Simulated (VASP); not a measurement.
# Si16O (a cell with a defect) in VASP: a series of runs

Si16O (a cell with a defect) is run at these levels: PBE; tasks: single point.

Program: VASP 6.6.1. These are calculated values, not measurements. Logs are shortened: lines on timing, memory, paths and dates and some standing lists are left out, and cuts for length are marked.

### 1 The cell of the first run

The cell holds a defect, 17 atoms: a = 7.679 Å, b = 7.679 Å, c = 7.679 Å, α = 60.00°, β = 60.00°, γ = 60.00°.

### 2 Single point, PBE, collinear spin, ferromagnetic start

INCAR reads:

```
PREC = Accurate
ENCUT = 520
EDIFF = 1E-6
ISMEAR = -1
SIGMA = 0.002
LREAL = Auto
LASPH = True
NELM = 150
ALGO = Normal
ISIF = 2
LWAVE = False
LCHARG = True
ISPIN = 2
MAGMOM = 0 0 0 0 0 0 0 0 0 0 0 0 0 0 0 0 1
LORBIT = 11
GGA = PE
LELF = True
LVHAR = True
NBANDS = 53
```

KPOINTS reads:

```
Automatic mesh
0
Gamma
  2 2 2
```

POSCAR reads:

```
Si16O
1.0
    0.0000000000      5.4300000000      5.4300000000
    5.4300000000      0.0000000000      5.4300000000
    5.4300000000      5.4300000000      0.0000000000
Si O
16 1
Direct
    0.0567403315     -0.0557090239     -0.0259484346
    0.1165377532      0.0565561694      0.1488029466
    0.0116666667     -0.0244106814      0.5420718232
    0.1566298343      0.1543462247      0.5977716390
   -0.0282965009      0.5307274401     -0.0316482505
    0.1511049724      0.5807366483      0.1200368324
    0.0080110497      0.5051012891      0.4909392265
    0.1740699816      0.6168508287      0.5920073665
    0.4546777164      0.0799815838     -0.0234069982
    0.6650092081      0.0918047882      0.1054511971
    0.5180570902     -0.0023112339      0.4781675875
    0.6611325967      0.1623848987      0.5656445672
    0.5197053407      0.5009576427     -0.0209208103
    0.5949815838      0.6831215470      0.0986464088
    0.5420073665      0.5062799263      0.4394475138
    0.6448710866      0.6225322284      0.5993093923
   -0.0762338858      0.3066574586      1.0744106814
```

Potentials or basis: VASP PAW PBE potentials, release 64 (Si, O).

Run with:

```sh
cat potpaw_PBE.64/Si/POTCAR potpaw_PBE.64/O/POTCAR > POTCAR
mpirun -np 1 vasp_std > vasp.out
```

OUTCAR:

```text
PREC = Accurate
   ENCUT = 520
   EDIFF = 1E-6
   ISMEAR = -1
   LREAL = Auto
   LASPH = True
   NELM = 150
   ISIF = 2
   ISPIN = 2
   LORBIT = 11
   GGA = PE

 ion  position               nearest neighbor table
   1  0.057  0.944  0.974-   2 2.22   6 2.29   4 2.43  10 2.46
   2  0.117  0.057  0.149-  17 1.76   1 2.22   9 2.31   3 2.52   5 2.98
   3  0.012  0.976  0.542-  12 2.29   8 2.30   4 2.43   2 2.52
   4  0.157  0.154  0.598-   7 2.21  11 2.28   3 2.43   1 2.43
   5  0.972  0.531  0.968-  17 1.64  14 2.37   8 2.41   6 2.45   2 2.98
   6  0.151  0.581  0.120-   1 2.29  13 2.33   7 2.35   5 2.45
   7  0.008  0.505  0.491-   4 2.21  16 2.28   6 2.35   8 2.39
   8  0.174  0.617  0.592-   3 2.30  15 2.32   7 2.39   5 2.41
   9  0.455  0.080  0.977-   2 2.31  10 2.33  14 2.49  12 2.62
  10  0.665  0.092  0.105-   9 2.33  11 2.35   1 2.46  13 2.57
  11  0.518  0.998  0.478-   4 2.28  10 2.35  16 2.35  12 2.50
  12  0.661  0.162  0.566-  15 2.16   3 2.29  11 2.50   9 2.62
  13  0.520  0.501  0.979-   6 2.33  16 2.38  14 2.40  10 2.57
  14  0.595  0.683  0.099-  15 2.19   5 2.37  13 2.40   9 2.49
  15  0.542  0.506  0.439-  12 2.16  14 2.19   8 2.32  16 2.39
  16  0.645  0.623  0.599-   7 2.28  11 2.35  13 2.38  15 2.39
  17  0.924  0.307  0.074-   5 1.64   2 1.76

  LATTYP: Found a face centered cubic cell.
 ALAT       =    10.8600000000

  Lattice vectors:

 A1 = (   0.0000000000,   5.4300000000,   5.4300000000)
 A2 = (   5.4300000000,   0.0000000000,   5.4300000000)
 A3 = (   5.4300000000,   5.4300000000,   0.0000000000)

Analysis of symmetry for initial positions (statically):
=====================================================================
 Subroutine PRICEL returns:
 Original cell was already a primitive cell.

 Routine SETGRP: Setting up the symmetry group for a
 face centered cubic supercell.

 Subroutine GETGRP returns: Found  1 space group operations
 (whereof  1 operations were pure point group operations)
 out of a pool of 48 trial point group operations.

The static configuration has the point symmetry C_1 .

Analysis of symmetry for dynamics (positions and initial velocities):
=====================================================================
 Subroutine PRICEL returns:
 Original cell was already a primitive cell.

 Routine SETGRP: Setting up the symmetry group for a
 face centered cubic supercell.

 Subroutine GETGRP returns: Found  1 space group operations
 (whereof  1 operations were pure point group operations)
 out of a pool of 48 trial point group operations.

The dynamic configuration has the point symmetry C_1 .

Analysis of structural, dynamic, and magnetic symmetry:
=====================================================================
 Subroutine PRICEL returns:
 Original cell was already a primitive cell.

 Routine SETGRP: Setting up the symmetry group for a
 face centered cubic supercell.

 Subroutine GETGRP returns: Found  1 space group operations
 (whereof  1 operations were pure point group operations)
 out of a pool of 48 trial point group operations.

The overall configuration has the point symmetry C_1 .

 Subroutine INISYM returns: Found  1 space group operations
 (whereof  1 operations are pure point group operations),
 and found     1 'primitive' translations

----------------------------------------------------------------------------------------

                                     Primitive cell

  volume of cell :     320.2060

  direct lattice vectors                    reciprocal lattice vectors
     0.000000000  5.430000000  5.430000000    -0.092081031  0.092081031  0.092081031
     5.430000000  0.000000000  5.430000000     0.092081031 -0.092081031  0.092081031
     5.430000000  5.430000000  0.000000000     0.092081031  0.092081031 -0.092081031

  length of vectors
     7.679179644  7.679179644  7.679179644     0.159489025  0.159489025  0.159489025

  position of ions in fractional coordinates (direct lattice)
     0.056740332  0.944290976  0.974051565
     0.116537753  0.056556169  0.148802947
     0.011666667  0.975589319  0.542071823
     0.156629834  0.154346225  0.597771639
     0.971703499  0.530727440  0.968351750
     0.151104972  0.580736648  0.120036832
[... 9 lines left out ...]
     0.644871087  0.622532228  0.599309392
     0.923766114  0.306657459  0.074410681

  ion indices of the primitive-cell ions
   primitive index   ion index
                 1           1
                 2           2
                 3           3
                 4           4
                 5           5
                 6           6
[... 9 lines left out ...]
                16          16
                17          17

----------------------------------------------------------------------------------------

 KPOINTS: Automatic mesh

Automatic generation of k-mesh.
 Grid dimensions read from file:
 generate k-points for:    2    2    2

 Generating k-lattice:

[... 65 lines left out ...]
   GGA     = PE    functional components
   LHFCALC =     F    Hartree Fock is set to
   AEXX    =    0.0000 exact exchange contribution
   IVDW    =     0    specifies the selected vdW correction
   LEPSILON=     F    determine dielectric tensor
   LRPA    =     F    only Hartree local field effects (RPA)
 spin polarized calculation
  energy-cutoff  :      520.00
  volume of cell :      320.21
 maximum number of plane-waves:      8646
 NGX is ok and might be reduce to    60
   NGX = 29   NGY = 29   NGZ = 29

 number of electron      69.9999999 magnetization      -0.0000423

 number of electron      69.9999999 magnetization       0.0000082

 Free energy of the ion-electron system (eV)
  ---------------------------------------------------
  ext. energy  EPLUGINS =         0.00000000
  ---------------------------------------------------
  free energy    TOTEN  =       -90.47260001 eV

  energy without entropy =      -90.47260001  energy(sigma->0) =      -90.47260001

 E-fermi :   6.2188     XC(G=0):  -9.5722

 val. band max:        6.1668493068   @ k =   0.0000   0.0000   0.0000
 cond. band min:       6.3555561750   @ k =   0.0000   0.0000   0.0000
 fundamental gap:      0.1887068682
 Fermi energy:         6.2188133644

 spin component 1

 k-point     1 :       0.0000    0.0000    0.0000
  band No.  band energies     occupation
      1     -14.2221      1.00000
      2      -5.8932      1.00000
      3      -4.3394      1.00000
      4      -3.8345      1.00000
      5      -3.5941      1.00000
      6      -3.3334      1.00000
[... 39 lines left out ...]
     46       8.3943      0.00000
     47       8.7481      0.00000
[... 308 lines left out ...]
      6      -3.8037      1.00000
[... 39 lines left out ...]
     46       9.8899      0.00000
     47       9.9771      0.00000
 Fermi energy:         6.2188133644

 spin component 2

 k-point     1 :       0.0000    0.0000    0.0000
  band No.  band energies     occupation
      1     -14.2221      1.00000
      2      -5.8932      1.00000
      3      -4.3394      1.00000
      4      -3.8345      1.00000
      5      -3.5941      1.00000
      6      -3.3334      1.00000
[... 39 lines left out ...]
     46       8.3943      0.00000
     47       8.7481      0.00000
[... 308 lines left out ...]
      6      -3.8037      1.00000
[... 39 lines left out ...]
     46       9.8899      0.00000
     47       9.9771      0.00000
 [bands above 47 left out]

------------------------ aborting loop because EDIFF is reached ----------------------------------------

  FORCE on cell =-STRESS in cart. coord.  units (eV):
  Direction    XX          YY          ZZ          XY          YZ          ZX
  --------------------------------------------------------------------------------------
  -------------------------------------------------------------------------------------
  Total        6.6313346      7.5148456      7.4541718     -4.3230877     -2.7193103      3.8357827
  in kB       33.1804322     37.6011528     37.2975663    -21.6309276    -13.6062943     19.1926568
  external PRESSURE =      36.0263838 kB  Pullay stress =       0.0000000 kB

 VOLUME and BASIS-vectors are now :
 -----------------------------------------------------------------------------
  energy-cutoff  :      520.00
  volume of cell :      320.21
      direct lattice vectors                 reciprocal lattice vectors
     0.000000000  5.430000000  5.430000000    -0.092081031  0.092081031  0.092081031
     5.430000000  0.000000000  5.430000000     0.092081031 -0.092081031  0.092081031
     5.430000000  5.430000000  0.000000000     0.092081031  0.092081031 -0.092081031

 POSITION                                       TOTAL-FORCE (eV/Angst)
 -----------------------------------------------------------------------------------
     10.41660      5.59720      5.43560        -0.076572     -1.442162     -0.742656
      1.11510      1.44080      0.93990         2.237863      0.208788      0.744633
      8.24090      3.00680      5.36080        -0.641057     -0.706696      1.622401
      4.08400      4.09640      1.68860        -1.080319      0.999098     -2.347124
      8.14000     10.53450      8.15820         0.386228      0.294926      1.443282
      3.80520      1.47230      3.97390        -0.936248     -0.688368     -0.638717
[... 9 lines left out ...]
      6.63460      6.75590      6.88200         0.839732     -0.318046     -0.629811
      2.06920      5.42010      6.68120        -0.905173      1.432867     -0.654497
 -----------------------------------------------------------------------------------
    total drift:                               -0.005876     -0.002559     -0.003564

  FREE ENERGIE OF THE ION-ELECTRON SYSTEM (eV)
  ---------------------------------------------------
  free  energy   TOTEN  =       -90.4726000058 eV

  energy  without entropy=      -90.4726000058  energy(sigma->0) =      -90.47260001

 total charge

# of ion       s       p       d       tot
------------------------------------------
    1        0.757   0.946   0.000   1.703
    2        0.758   0.889   0.000   1.647
    3        0.749   0.931   0.000   1.681
    4        0.747   0.959   0.000   1.706
    5        0.744   0.898   0.000   1.642
    6        0.748   0.956   0.000   1.704
[... 9 lines left out ...]
   16        0.743   0.953   0.000   1.696
   17        1.578   3.554   0.000   5.132
--------------------------------------------------
tot         13.584  18.536   0.000  32.120

 magnetization (x)

# of ion       s       p       d       tot
------------------------------------------
    1        0.000   0.000   0.000   0.000
    2        0.000  -0.000   0.000  -0.000
    3       -0.000   0.000   0.000  -0.000
    4       -0.000  -0.000   0.000  -0.000
    5        0.000  -0.000   0.000  -0.000
    6       -0.000   0.000   0.000   0.000
[... 9 lines left out ...]
   16       -0.000  -0.000   0.000  -0.000
   17       -0.000  -0.000   0.000  -0.000
--------------------------------------------------
tot         -0.000  -0.000   0.000  -0.000
```

Run time: 8.7 min. Hardware: 1 thread of Oxide Virtual Turin-like, shared host; peak memory 0.68 GiB.

Results:

- Free energy: -90.4726 eV
- Pressure: 3.6 GPa
- Largest force: 3.840 eV/Å
- Band gap on the k mesh: 0.19 eV
- Net moment: 0.00 μB per cell
- Valence electrons inside the program's atomic spheres: Si 1.70, 1.65, 1.68, 1.71, 1.64, 1.73, 1.69, 1.77 (each value once); O 5.13

Forces in eV/Å, atoms in the order of the input:
```
Si  -0.077 -1.442 -0.743
Si   2.238  0.209  0.745
Si  -0.641 -0.707  1.622
Si  -1.080  0.999 -2.347
Si   0.386  0.295  1.443
Si  -0.936 -0.688 -0.639
Si   0.452 -0.329  1.582
Si   0.660  0.070 -1.562
Si  -1.544  0.217  0.471
Si   0.867 -0.737  1.089
Si  -0.115  0.695  1.473
Si  -0.794  1.198 -3.561
Si  -0.743  0.870 -0.624
Si  -0.888 -2.048  1.764
Si   2.279  0.282  0.571
Si   0.840 -0.318 -0.630
O   -0.905  1.433 -0.654
```

Stress tensor (GPa, compression positive):
```
 3.32 -2.16  1.92
-2.16  3.76 -1.36
 1.92 -1.36  3.73
```

Levels at points of the mesh, in eV from the valence-band top:
Spin up:
| k point | band 32 | band 33 | band 34 | band 35 | band 36 | band 37 | band 38 | band 39 |
| --- | --- | --- | --- | --- | --- | --- | --- | --- |
| (0.00, 0.00, 0.00) | -0.95 | -0.52 | -0.43 | 0.00 | 0.19 | 0.39 | 0.49 | 0.77 |
| (0.50, 0.00, 0.00) | -1.63 | -0.83 | -0.59 | -0.47 | 0.91 | 1.13 | 1.19 | 1.38 |
| (0.00, 0.50, 0.00) | -1.16 | -0.89 | -0.75 | -0.04 | 0.64 | 1.01 | 1.17 | 1.28 |
| (0.00, 0.00, 0.50) | -1.43 | -0.87 | -0.82 | -0.65 | 0.53 | 0.91 | 1.01 | 1.24 |
| (0.50, 0.50, 0.50) | -1.65 | -0.90 | -0.66 | -0.59 | 0.80 | 0.98 | 1.06 | 1.26 |
| (0.50, 0.50, 0.00) | -1.62 | -1.33 | -1.06 | -0.45 | 0.76 | 1.04 | 1.80 | 2.04 |
| (0.00, 0.50, 0.50) | -1.65 | -1.34 | -1.19 | -0.98 | 0.87 | 1.22 | 1.82 | 1.94 |
| (0.50, 0.00, 0.50) | -1.61 | -1.27 | -0.99 | -0.66 | 0.85 | 1.01 | 1.85 | 1.97 |
Spin down:
| k point | band 32 | band 33 | band 34 | band 35 | band 36 | band 37 | band 38 | band 39 |
| --- | --- | --- | --- | --- | --- | --- | --- | --- |
| (0.00, 0.00, 0.00) | -0.95 | -0.52 | -0.43 | 0.00 | 0.19 | 0.39 | 0.49 | 0.77 |
| (0.50, 0.00, 0.00) | -1.63 | -0.83 | -0.59 | -0.47 | 0.91 | 1.13 | 1.19 | 1.38 |
| (0.00, 0.50, 0.00) | -1.16 | -0.89 | -0.75 | -0.04 | 0.64 | 1.01 | 1.17 | 1.28 |
| (0.00, 0.00, 0.50) | -1.43 | -0.87 | -0.82 | -0.65 | 0.53 | 0.91 | 1.01 | 1.24 |
| (0.50, 0.50, 0.50) | -1.65 | -0.90 | -0.66 | -0.59 | 0.80 | 0.98 | 1.06 | 1.26 |
| (0.50, 0.50, 0.00) | -1.62 | -1.33 | -1.06 | -0.45 | 0.76 | 1.04 | 1.80 | 2.04 |
| (0.00, 0.50, 0.50) | -1.65 | -1.34 | -1.19 | -0.98 | 0.87 | 1.22 | 1.82 | 1.94 |
| (0.50, 0.00, 0.50) | -1.61 | -1.27 | -0.99 | -0.66 | 0.85 | 1.01 | 1.85 | 1.97 |

Caveat: the k points lie up to 0.50 Å⁻¹ apart; the atoms stand as in a frame of molecular dynamics; semilocal functionals underestimate gaps, and a narrow one can read as zero.

### 3 Single point, PBE, collinear spin, ferromagnetic start

INCAR reads:

```
SYSTEM = Si16O
PREC = Accurate
ENCUT = 520
EDIFF = 1E-6
ISMEAR = -1
SIGMA = 0.002
LREAL = Auto
LASPH = .TRUE.
NELM = 150
ALGO = Normal
ISIF = 2
LWAVE = .FALSE.
LCHARG = .TRUE.
ISPIN = 2
MAGMOM = 0 0 0 0 0 0 0 0 0 0 0 0 0 0 0 0 1
LORBIT = 11
GGA = PE
LELF = .TRUE.
LVHAR = .TRUE.
NBANDS = 53
```

KPOINTS reads:

```
Automatic mesh
0
G
  2 2 2
  0 0 0
```

POSCAR reads:

```
Si16O
1.0
    0.0000000000      5.4300000000      5.4300000000
    5.4300000000      0.0000000000      5.4300000000
    5.4300000000      5.4300000000      0.0000000000
Si O
16 1
Direct
    0.0283977901     -0.0073112339     -0.0327440147
    0.1044383057      0.0598342541      0.1776243094
    0.0386464088     -0.0046869245      0.5200828729
    0.1565009208      0.1306629834      0.6148250460
   -0.0123941068      0.5249355433     -0.0116942910
    0.1461325967      0.6021546961      0.1093922652
    0.0033333333      0.5639963168      0.4613075506
    0.1675230203      0.6190883978      0.6159023941
    0.4520349908      0.0850000000     -0.0227716390
    0.6606813996      0.1217863720      0.0994659300
    0.5277071823     -0.0222191529      0.4753130755
    0.6445580110      0.1368784530      0.5997145488
    0.5372559853      0.4852854512     -0.0437384899
    0.6130939227      0.6905524862      0.0354327808
    0.5259576427      0.5153499079      0.4276335175
    0.6387200737      0.6180939227      0.5897513812
   -0.0832688766      0.3012062615      1.1216850829
```

Potentials or basis: VASP PAW PBE potentials, release 64 (Si, O).

Run with:

```sh
cat potpaw_PBE.64/Si/POTCAR potpaw_PBE.64/O/POTCAR > POTCAR
mpirun -np 1 vasp_std > vasp.out
```

It took 8.9 min on 1 thread of Oxide Virtual Turin-like, shared host; peak memory 0.67 GiB.

It converged, with:

- Free energy: -90.5253 eV
- Pressure: 3.2 GPa
- Largest force: 3.014 eV/Å
- Band gap on the k mesh: 0.36 eV
- Net moment: 0.00 μB per cell
- Valence electrons inside the program's atomic spheres: Si 1.72, 1.68, 1.74, 1.73, 1.64, 1.70, 1.66, 1.69, 1.65, 1.61, 1.67 (each value once); O 5.13

Forces on the atoms (eV/Å):
```
Si  -0.705  1.526 -1.842
Si  -0.570 -0.287  1.353
Si  -0.272 -0.786 -2.588
Si   0.858 -0.744  2.792
Si  -0.279 -1.261 -0.818
Si  -0.256 -0.011  1.421
Si  -0.572  1.710 -1.206
Si   0.418 -0.598 -0.594
Si  -1.347  0.398 -0.009
Si   0.039 -0.365 -1.004
Si   1.480  0.181  1.415
Si  -0.368 -0.145 -0.295
Si   1.214 -0.694 -0.443
Si   1.427  0.731  0.502
Si  -0.530  0.402  0.305
Si  -0.856 -0.093 -0.094
O    0.317  0.037  1.106
```

Stress tensor (GPa, compression positive):
```
 3.94  1.40  0.67
 1.40  3.41 -0.73
 0.67 -0.73  2.37
```

Levels at points of the mesh, in eV from the valence-band top:
Spin up:
| k point | band 33 | band 34 | band 35 | band 36 | band 37 | band 38 |
| --- | --- | --- | --- | --- | --- | --- |
| (0.00, 0.00, 0.00) | -0.42 | -0.31 | 0.00 | 0.36 | 0.66 | 0.77 |
| (0.50, 0.00, 0.00) | -0.81 | -0.48 | -0.40 | 0.71 | 1.22 | 1.48 |
| (0.00, 0.50, 0.00) | -0.74 | -0.52 | -0.37 | 0.83 | 0.94 | 1.27 |
| (0.00, 0.00, 0.50) | -0.66 | -0.53 | -0.38 | 0.96 | 1.31 | 1.52 |
| (0.50, 0.50, 0.50) | -0.85 | -0.53 | -0.30 | 0.95 | 1.24 | 1.37 |
| (0.50, 0.50, 0.00) | -1.08 | -1.02 | -0.54 | 0.77 | 1.27 | 1.86 |
| (0.00, 0.50, 0.50) | -1.11 | -0.77 | -0.75 | 1.17 | 1.20 | 1.98 |
| (0.50, 0.00, 0.50) | -1.11 | -1.00 | -0.70 | 1.03 | 1.35 | 1.94 |
Spin down:
```
           k point  band 33  band 34  band 35  band 36  band 37  band 38
(0.00, 0.00, 0.00)    -0.42    -0.31     0.00     0.36     0.66     0.77
(0.50, 0.00, 0.00)    -0.81    -0.48    -0.40     0.71     1.22     1.48
(0.00, 0.50, 0.00)    -0.74    -0.52    -0.37     0.83     0.94     1.27
(0.00, 0.00, 0.50)    -0.66    -0.53    -0.38     0.96     1.31     1.52
(0.50, 0.50, 0.50)    -0.85    -0.53    -0.30     0.95     1.24     1.37
(0.50, 0.50, 0.00)    -1.08    -1.02    -0.54     0.77     1.27     1.86
(0.00, 0.50, 0.50)    -1.11    -0.77    -0.75     1.17     1.20     1.98
(0.50, 0.00, 0.50)    -1.11    -1.00    -0.70     1.03     1.35     1.94
```

Caveat: the k points lie up to 0.50 Å⁻¹ apart; the atoms stand as in a frame of molecular dynamics; semilocal functionals underestimate gaps, and a narrow one can read as zero.
